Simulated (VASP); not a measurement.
# SnS2 in VASP: single point with PBEsol

Aim: the single point of SnS2 with PBEsol.

Program: VASP 6.6.1. These are calculated values, not measurements. Logs are shortened: lines on timing, memory, paths and dates and some standing lists are left out, and cuts for length are marked.

## 1. The cell of the first run

The cell holds a slab with vacuum, 24 atoms: a = 3.651 Å, b = 12.656 Å, c = 26.591 Å, α = 90.00°, β = 90.00°, γ = 98.29°.

## 2. Single point, PBEsol

Input file INCAR:

```
SYSTEM = SnS2
PREC = Accurate ; ENCUT = 400
EDIFF = 1E-6 ; ISMEAR = 0
SIGMA = 0.05 ; LREAL = .False.
LASPH = .True. ; NELM = 120
ALGO = Normal ; ISIF = 2
LWAVE = .False. ; LCHARG = .False.
LDIPOL = .True. ; IDIPOL = 3
DIPOL = 0.5 0.5 0.503 ; GGA = PS
ISYM = 0 ; NBANDS = 122
GGA_COMPAT = .False. ; NELMDL = -8
```

Input file KPOINTS:

```
regular mesh
0
Gamma
  7 3 1
  0 0 0
```

Input file POSCAR:

```
SnS2
1.0
    3.6513143004      0.0000000000      0.0000000000
   -1.8256571502     12.5236202735      0.0000000000
    0.0000000000      0.0000000000     26.5909251975
Sn S
8 16
Direct
    0.7659382240      0.5318764480      0.2820511112
    0.5318764480      0.0637528960      0.3395833997
    0.2978146720      0.5956293440      0.3971156882
    0.0637528960      0.1275057920      0.4546479767
    0.8296911200      0.6593822400      0.5121802651
    0.5956293440      0.1912586880      0.5697125536
    0.3615675680      0.7231351360      0.6272448421
    0.1275057920      0.2550115840      0.6847771306
    0.3334976045      0.6669952090      0.3064116415
    0.9643170675      0.9286341350      0.3152228694
    0.0994358285      0.1988716570      0.3639439300
    0.7302552915      0.4605105830      0.3727551579
    0.8653740525      0.7307481050      0.4214762184
    0.4961935155      0.9923870310      0.4302874464
    0.6313122765      0.2626245530      0.4790085069
    0.2621317395      0.5242634790      0.4878197349
    0.3972505005      0.7945010010      0.5365407954
    0.0280699635      0.0561399270      0.5453520233
    0.1631887245      0.3263774490      0.5940730839
    0.7940081875      0.5880163750      0.6028843118
    0.9291269485      0.8582538970      0.6516053724
    0.5599464115      0.1198928230      0.6604166003
    0.6950651725      0.3901303450      0.7091376608
    0.3258846355      0.6517692710      0.7179488888
```

Potentials or basis: VASP PAW PBE potentials, release 64 (Sn_d, S).

Run with:

```sh
$ cat potpaw_PBE.64/Sn_d/POTCAR potpaw_PBE.64/S/POTCAR > POTCAR
$ mpirun -np 1 vasp_std > vasp.out
```

OUTCAR:

```text
SYSTEM = SnS2
   PREC = Accurate
   ENCUT = 400
   EDIFF = 1E-6
   ISMEAR = 0
   LREAL = .False.
   LASPH = .True.
   NELM = 120
   ISIF = 2
   GGA = PS
   ISYM = 0
   NELMDL = -8

 ion  position               nearest neighbor table
   1  0.766  0.532  0.282-  12 2.57   9 2.57   9 2.57   3 3.65   3 3.65
   2  0.532  0.064  0.340-  14 2.57  10 2.57  10 2.57  11 2.57  11 2.57   4 3.65   4 3.65
   3  0.298  0.596  0.397-  13 2.57  13 2.57  16 2.57   9 2.57  12 2.57  12 2.57   5 3.65   5 3.65
                             1 3.65   1 3.65
   4  0.064  0.128  0.455-  18 2.57  15 2.57  15 2.57  11 2.57  14 2.57  14 2.57   6 3.65   6 3.65
                             2 3.65   2 3.65
   5  0.830  0.659  0.512-  16 2.57  16 2.57  20 2.57  13 2.57  17 2.57  17 2.57   3 3.65   3 3.65
                             7 3.65   7 3.65
   6  0.596  0.191  0.570-  15 2.57  22 2.57  18 2.57  19 2.57  19 2.57  18 2.57   4 3.65   4 3.65
                             8 3.65   8 3.65
   7  0.362  0.723  0.627-  17 2.57  24 2.57  21 2.57  21 2.57  20 2.57  20 2.57   5 3.65   5 3.65

   8  0.128  0.255  0.685-  23 2.57  23 2.57  19 2.57  22 2.57  22 2.57   6 3.65   6 3.65
   9  0.333  0.667  0.306-   3 2.57   1 2.57   1 2.57
  10  0.964  0.929  0.315-   2 2.57   2 2.57
  11  0.099  0.199  0.364-   4 2.57   2 2.57   2 2.57
  12  0.730  0.461  0.373-   1 2.57   3 2.57   3 2.57
  13  0.865  0.731  0.421-   3 2.57   3 2.57   5 2.57
  14  0.496  0.992  0.430-   2 2.57   4 2.57   4 2.57
  15  0.631  0.263  0.479-   4 2.57   4 2.57   6 2.57
  16  0.262  0.524  0.488-   5 2.57   5 2.57   3 2.57
  17  0.397  0.795  0.537-   7 2.57   5 2.57   5 2.57
  18  0.028  0.056  0.545-   4 2.57   6 2.57   6 2.57
  19  0.163  0.326  0.594-   8 2.57   6 2.57   6 2.57
  20  0.794  0.588  0.603-   5 2.57   7 2.57   7 2.57
  21  0.929  0.858  0.652-   7 2.57   7 2.57
  22  0.560  0.120  0.660-   6 2.57   8 2.57   8 2.57
  23  0.695  0.390  0.709-   8 2.57   8 2.57
  24  0.326  0.652  0.718-   7 2.57

IMPORTANT INFORMATION: All symmetrisations will be switched off!
NOSYMM: (Re-)initialisation of all symmetry stuff for point group C_1.

----------------------------------------------------------------------------------------

                                     Primitive cell

  volume of cell :    1215.9412

  direct lattice vectors                    reciprocal lattice vectors
     3.651314300  0.000000000  0.000000000     0.273873986  0.039924558  0.000000000
    -1.825657150 12.523620274  0.000000000     0.000000000  0.079849115  0.000000000
     0.000000000  0.000000000 26.590925197     0.000000000  0.000000000  0.037606815

  length of vectors
     3.651314300 12.655990233 26.590925197     0.276768731  0.079849115  0.037606815

  position of ions in fractional coordinates (direct lattice)
     0.765938224  0.531876448  0.282051111
     0.531876448  0.063752896  0.339583400
     0.297814672  0.595629344  0.397115688
     0.063752896  0.127505792  0.454647977
     0.829691120  0.659382240  0.512180265
     0.595629344  0.191258688  0.569712554
[... 16 lines left out ...]
     0.695065173  0.390130345  0.709137661
     0.325884636  0.651769271  0.717948889

  ion indices of the primitive-cell ions
   primitive index   ion index
                 1           1
                 2           2
                 3           3
                 4           4
                 5           5
                 6           6
[... 16 lines left out ...]
                23          23
                24          24

----------------------------------------------------------------------------------------

 KPOINTS: regular mesh

Automatic generation of k-mesh.
 Grid dimensions read from file:
 generate k-points for:    7    3    1

 Generating k-lattice:

  Cartesian coordinates                     Fractional coordinates (reciprocal lattice)
     0.039124855  0.005703508  0.000000000     0.142857143  0.000000000  0.000000000
     0.000000000  0.026616372  0.000000000     0.000000000  0.333333333  0.000000000
     0.000000000  0.000000000  0.037606815     0.000000000  0.000000000  1.000000000

  Length of vectors
     0.039538390  0.026616372  0.037606815

  Shift w.r.t. Gamma in fractional coordinates (k-lattice)
     0.000000000  0.000000000  0.000000000

 -----------------------------------------------------------------------------
[... 16 lines left out ...]
 -----------------------------------------------------------------------------

 WARNING: IBZKPT: internal override: KBLOWUP is changed to .FALSE.
      ... skipping the blow-up phase ...

 Subroutine IBZKPT returns following result:
 ===========================================

 Found     11 irreducible k-points:

 Following reciprocal coordinates:
            Coordinates               Weight
  0.000000  0.000000  0.000000      1.000000
  0.142857  0.000000  0.000000      2.000000
  0.285714  0.000000  0.000000      2.000000
  0.428571  0.000000  0.000000      2.000000
  0.000000  0.333333  0.000000      2.000000
  0.142857  0.333333  0.000000      2.000000
  0.285714  0.333333  0.000000      2.000000
  0.428571  0.333333  0.000000      2.000000
 -0.428571  0.333333  0.000000      2.000000
 -0.285714  0.333333  0.000000      2.000000
 -0.142857  0.333333  0.000000      2.000000
   k-points           NKPTS =     11   k-points in BZ     NKDIM =     11   number of bands    NBANDS=    122
   number of dos      NEDOS =    301   number of ions     NIONS =     24
   total plane-waves  NPLWV = 362880
   dimension x,y,z NGX =    24 NGY =   84 NGZ =  180
   dimension x,y,z NGXF=    48 NGYF=  168 NGZF=  360
   ions per type =               8  16
   NGX,Y,Z   is equivalent  to a cutoff of  10.93, 11.03, 11.25 a.u.
   NGXF,Y,Z  is equivalent  to a cutoff of  21.85, 22.07, 22.51 a.u.
 SYSTEM =  SnS2
   PREC   = accura    normal or accurate (medium, high low for compatibility)
   ISTART =      0    job   : 0-new  1-cont  2-samecut
   ICHARG =      2    charge: 1-file 2-atom 10-const
   ISPIN  =      1    spin polarized calculation?
   LNONCOLLINEAR =      F non collinear calculations
   LSORBIT =      F    spin-orbit coupling
   LASPH  =      T    aspherical Exc in radial PAW
   ENCUT  =  400.0 eV  29.40 Ry    5.42 a.u.   5.95 20.64 43.36*2*pi/ulx,y,z
   NELM   =    120;   NELMIN=  2; NELMDL= -8     # of ELM steps
   EDIFF  = 0.1E-05   stopping-criterion for ELM
   LREAL  =      F    real-space projection
   EDIFFG = 0.1E-04   stopping-criterion for IOM
   NSW    =      0    number of steps for IOM
   IBRION =     -1    ionic relax: 0-MD 1-quasi-New 2-CG
   NFREE  =      0    steps in history (QN), initial steepest desc. (CG)
   ISIF   =      2    stress and relaxation
   ISYM   =      0    0-nonsym 1-usesym 2-fastsym
   POTIM  = 0.5000    time-step for ionic-motion
   TEBEG  =    0.0;   TEEND  =   0.0 temperature during run
   PSTRESS=    0.0 pullay stress
   NELECT =     208.0000    total number of electrons
   NUPDOWN=      -1.0000    fix difference up-down
   EMIN   =  10.00;   EMAX   =-10.00  energy-range for DOS
   EFERMI =   0.00;   METHOD = LEGACY
   ISMEAR =     0;   SIGMA  =   0.05  broadening in eV -4-tet -1-fermi 0-gaus
   EFERMI_NEDOS =   21; number of points for ismear=-14 and -15
   IALGO  =     38    algorithm
   IMIX   =      4    mixing-type and parameters
     AMIX     =   0.40;   BMIX     =  1.00
     AMIX_MAG =   1.60;   BMIX_MAG =  1.00
  volume/ion in A,a.u.               =      50.66       341.90
  Fermi-wavevector in a.u.,A,eV,Ry     =   0.908779  1.717344 11.236777  0.825880
  Thomas-Fermi vector in A             =   2.032746
   LORBIT       =      0    0 simple, 1 ext, 2 COOP (PROOUT), +10 PAW based schemes
   GGA     = PS    functional components
   LHFCALC =     F    Hartree Fock is set to
   AEXX    =    0.0000 exact exchange contribution
   IVDW    =     0    specifies the selected vdW correction
   LEPSILON=     F    determine dielectric tensor
   LRPA    =     F    only Hartree local field effects (RPA)
 non-spin polarized calculation
 Gauss-broadening in eV      SIGMA  =   0.05
  energy-cutoff  :      400.00
  volume of cell :     1215.94
 maximum number of plane-waves:     22170
   NGX = 11   NGY = 41   NGZ = 87

 dipolmoment           0.000000      0.000000     -1.022058 electrons x Angstroem

 number of electron     208.0000014 magnetization

 dipolmoment           0.000000      0.000000      0.201807 electrons x Angstroem

 Free energy of the ion-electron system (eV)
  ---------------------------------------------------
  ext. energy  EPLUGINS =         0.00000000
  ---------------------------------------------------
  free energy    TOTEN  =      -108.58887236 eV

  energy without entropy =     -108.57620183  energy(sigma->0) =     -108.58253709

 E-fermi :  -1.1574     XC(G=0):  -4.9794

 val. band max:       -1.2390044802   @ k =   0.0000   0.3333   0.0000
 cond. band min:      -1.1491988252   @ k =   0.0000   0.3333   0.0000
 fundamental gap:      0.0898056551
 Fermi energy:        -1.1574045277

 k-point     1 :       0.0000    0.0000    0.0000
  band No.  band energies     occupation
      1     -22.4126      2.00000
      2     -22.3780      2.00000
      3     -22.3578      2.00000
      4     -22.3284      2.00000
      5     -22.3048      2.00000
      6     -22.2837      2.00000
[... 1298 lines left out ...]
    115       2.7585      0.00000
    116       2.9670      0.00000
 [bands above 116 left out]

------------------------ aborting loop because EDIFF is reached ----------------------------------------

 vacuum level on the upper side and lower side of the slab       (xc-potential included)         0.290        -0.485

  FORCE on cell =-STRESS in cart. coord.  units (eV):
  Direction    XX          YY          ZZ          XY          YZ          ZX
  --------------------------------------------------------------------------------------
  -------------------------------------------------------------------------------------
  Total       -7.4531929     -8.0478971     -0.5931390     -0.0009788     -0.8417569      0.0009015
  in kB       -9.8206535    -10.6042617     -0.7815460     -0.0012897     -1.1091358      0.0011879
  external PRESSURE =      -7.0688204 kB  Pullay stress =       0.0000000 kB

 VOLUME and BASIS-vectors are now :
 -----------------------------------------------------------------------------
  energy-cutoff  :      400.00
  volume of cell :     1215.94
      direct lattice vectors                 reciprocal lattice vectors
     3.651314300  0.000000000  0.000000000     0.273873986  0.039924558  0.000000000
    -1.825657150 12.523620274  0.000000000     0.000000000  0.079849115  0.000000000
     0.000000000  0.000000000 26.590925197     0.000000000  0.000000000  0.037606815

 POSITION                                       TOTAL-FORCE (eV/Angst)
 -----------------------------------------------------------------------------------
      1.82566      6.66102      7.50000         0.000863      0.007960     -0.223219
      1.82566      0.79842      9.02984         0.000145     -2.024238      0.535993
      0.00000      7.45944     10.55967        -0.000136      0.101853      0.192140
     -0.00000      1.59683     12.08951        -0.000270     -0.288764      0.261826
      1.82566      8.25785     13.61935         0.000714      0.030756      0.205913
      1.82566      2.39525     15.14918         0.000036      0.305716     -0.182741
[... 16 lines left out ...]
      1.82566      4.88584     18.85663        -0.000067     -1.300689      0.075099
      0.00000      8.16251     19.09093         0.000180      0.384272     -0.678561
 -----------------------------------------------------------------------------------
    total drift:                                0.000433      0.000849      0.000218

  FREE ENERGIE OF THE ION-ELECTRON SYSTEM (eV)
  ---------------------------------------------------
  free  energy   TOTEN  =      -108.5888723565 eV

  energy  without entropy=     -108.5762018278  energy(sigma->0) =     -108.58253709

 vacuum level on the upper side and lower side of the slab         5.104         4.312
```

Wall time 42 min (1 thread of Intel Xeon 6975P-C (Granite Rapids), shared host); peak memory 1.2 GiB.

Results:

```
Free energy            : -108.5889 eV
Largest force          : 2.094 eV/Å
Band gap on the k mesh : zero (bands 104 and 105 overlap by 0.20 eV)
```

Forces on the atoms (eV/Å):
```
Sn   0.001  0.008 -0.223
Sn   0.000 -2.024  0.536
Sn   0.000  0.102  0.192
Sn   0.000 -0.289  0.262
Sn   0.001  0.031  0.206
Sn   0.000  0.306 -0.183
Sn   0.000  0.181  0.795
Sn  -0.001  1.853 -0.545
S    0.000 -0.024  0.071
S    0.000  1.570 -0.092
S    0.000  0.393 -0.658
S    0.000 -0.013  0.086
S    0.000 -0.047 -0.056
S    0.000  0.355 -0.066
S    0.000  0.025 -0.204
S    0.000 -0.055 -0.136
S    0.000  0.041 -0.140
S    0.000 -0.075  0.235
S    0.000 -0.333  0.038
S    0.000 -0.073 -0.237
S    0.000 -0.631  0.099
S    0.000 -0.383  0.624
S    0.000 -1.301  0.075
S    0.000  0.384 -0.679
```

Caveat: the PAW data sets were made with another functional, which shifts forces and pressure a little; spin-orbit coupling is left out, which moves the levels of the heavy elements.
